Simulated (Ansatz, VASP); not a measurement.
# Two plane-wave programs on W

```
CELL_PARAMETERS angstrom
2.76757 0.00000 0.00000
-1.38378 2.39678 0.00000
0.00000 0.00000 9.81629
ATOMIC_POSITIONS crystal
W 0.00000 0.00000 0.00000
W 0.00000 0.00000 0.50000
W 0.33333 0.66667 0.75000
W 0.66667 0.33333 0.25000
```

Alike in both runs: functional r2SCAN; k mesh 9 × 9 × 2; occupations gaussian, width 0.1 eV; no spin polarisation.

Ansatz relaxed the structure, and its values are those at the end. VASP's run is a single point on that final structure, the one shown.

|  | VASP | Ansatz |
| --- | --- | --- |
| version | VASP 6.6.1 | Ansatz 0.2.0 |
| potentials or method | VASP PAW PBE potentials, release 64 (W_sv), cutoff 520 eV | scalar-relativistic, plane waves, PAW |
| valence electrons in the cell | 56 | 56 |

|  | VASP | Ansatz | Ansatz less VASP |
| --- | --- | --- | --- |
| gap on the k mesh at the Fermi level (eV) | none | none | - |
| pressure (GPa) | 1.1 | 0.0 | -1.11 |

VASP's potentials were made for PBE, not for r2SCAN. A gap of «none» marks a metal or a gap that the smearing closes.

Neither program's run includes spin-orbit coupling.
